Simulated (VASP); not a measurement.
Here is a VASP 6.6.1 calculation.

Contents of INCAR:

```
  PREC = Accurate
  ENCUT = 520
  EDIFF = 1E-6
  ISMEAR = -1
  SIGMA = 0.1
  LREAL = False
  LASPH = True
  NELM = 80
  ALGO = Normal
  ISIF = 2
  LWAVE = False
  LCHARG = False
  GGA = RE
  NBANDS = 13
```

The input KPOINTS:

```
Automatic mesh
0
Gamma
  8 8 8
```

The input POSCAR:

```
Te
1.0
    0.0000000000      3.6271059748      3.6271059748
    3.6271059748      0.0000000000      3.6271059748
    3.6271059748      3.6271059748      0.0000000000
Te
2
Direct
    0.1250000000      0.1250000000      0.1250000000
    0.8750000000      0.8750000000      0.8750000000
```

Potentials or basis: VASP PAW PBE potentials, release 64 (Te).

Launch:

```bash
$ cat potpaw_PBE.64/Te/POTCAR > POTCAR
$ mpirun -np 1 vasp_std > vasp.out
```

Estimate the pressure.

0.0 GPa.

Estimate the band gap on the k mesh.

zero (bands 6 and 7 overlap by 0.89 eV).

Caveat: the PAW data sets were made with another functional, which shifts forces and pressure a little; spin-orbit coupling is left out, which moves the levels of the heavy elements.
